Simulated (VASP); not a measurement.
The system is TmI4.

```
CELL_PARAMETERS angstrom
4.81990 0.00000 0.00000
-2.40995 4.17416 0.00000
0.00000 0.00000 10.65718
ATOMIC_POSITIONS crystal
Tm 0.00000 0.00000 0.09536
I 0.33333 0.66667 0.31026
I 0.66667 0.33333 0.31026
I 0.33333 0.66667 0.79824
I 0.66667 0.33333 0.79824
```

The cell was generated, and may not be a known phase.

| Property | Result |
| --- | --- |
| Program | VASP 6.6.1 |
| Task | relaxation of cell and atoms |
| Functional | PBE |
| Potentials or basis | VASP PAW PBE potentials, release 64 (Tm_3, I), 4f in core |
| Cutoff | 500 eV |
| k mesh | 4 × 4 × 2 |
| Occupations | gaussian, width 0.2 eV |
| Spin | no spin polarisation |

At the start: pressure 9.9 GPa; volume 42.88 Å³/atom.

**Question.** How do energy, volume and symmetry change on relaxing?

**Answer.** Over 25 steps the energy falls by 1162.9 meV/atom and the volume is 46.67 Å³/atom (+8.8 %); space group P6mm (No. 183, to 0.1 Å) before and after.

Step by step:
| step | energy change (eV) | largest force (eV/Å) | pressure (GPa) | volume (Å³) |
| --- | --- | --- | --- | --- |
| 1 | 0.0000 | 0.3306 | 9.85 | 214.41 |
| 2 | -3.2504 | 0.9814 | -2.12 | 302.36 |
| 3 | -3.2665 | 0.9776 | -1.56 | 290.72 |
| 4 | -3.2697 | 0.9799 | -1.70 | 293.27 |
| 5 | -4.0549 | 1.1582 | -2.33 | 276.47 |
| 6 | -5.1182 | 0.8115 | -2.81 | 246.70 |
| 7 | -2.7468 | 4.9541 | 10.53 | 179.53 |
| 8 | -5.0120 | 0.8607 | -2.83 | 241.89 |
| 9 | -5.0153 | 0.2298 | -1.03 | 211.81 |
| 10 | -5.0951 | 0.4634 | -2.15 | 224.83 |
| 11 | -5.1997 | 0.1967 | 2.85 | 188.46 |
| 12 | -5.3118 | 0.1377 | 0.30 | 202.27 |
| 13 | -5.5125 | 0.3478 | 0.72 | 202.63 |
| 14 | -5.5526 | 0.4548 | 1.31 | 202.50 |
| 15 | -5.6388 | 0.5427 | 0.04 | 216.89 |
| 16 | -5.6442 | 0.5614 | -0.22 | 220.88 |
| 17 | -5.7255 | 0.3996 | -0.42 | 223.02 |
| 18 | -5.7361 | 0.3138 | -0.49 | 224.15 |
| 19 | -5.7696 | 0.1288 | 0.69 | 218.71 |
| 20 | -5.7710 | 0.1460 | 0.49 | 219.57 |
| 21 | -5.7958 | 0.1301 | 0.37 | 224.25 |
| 22 | -5.8019 | 0.1173 | 0.30 | 228.80 |
| 23 | -5.8055 | 0.1086 | -0.51 | 238.59 |
| 24 | -5.8102 | 0.1121 | -0.18 | 234.32 |
| 25 | -5.8147 | 0.0523 | -0.05 | 233.35 |

Final structure:
```
Tm I
1.0
     5.62338    0.00000    0.00000
    -2.81169    4.86999    0.00000
     0.00000    0.00000    8.52097
Tm I
1 4
Direct
  0.00000 0.00000 0.14691
  0.33333 0.66667 0.26064
  0.66667 0.33333 0.26064
  0.33333 0.66667 0.82209
  0.66667 0.33333 0.82209
```

Caveat: the k points lie up to 0.37 Å⁻¹ apart in the final cell, too coarse for converged energies and pressures of a metal; a cell axis changed by over 15 % at a fixed basis, so the end point is rough; this functional lacks dispersion, which binds layers or chains, so the pressure and a relaxed spacing across them are unreliable; an odd number of electrons without spin polarisation forces a metal; a magnetic or distorted state may lie lower; the run has no spin polarisation, though such a crystal can be magnetic; the relaxation stopped at a loose force limit of 0.08 eV/Å, so its end isn't a converged minimum.
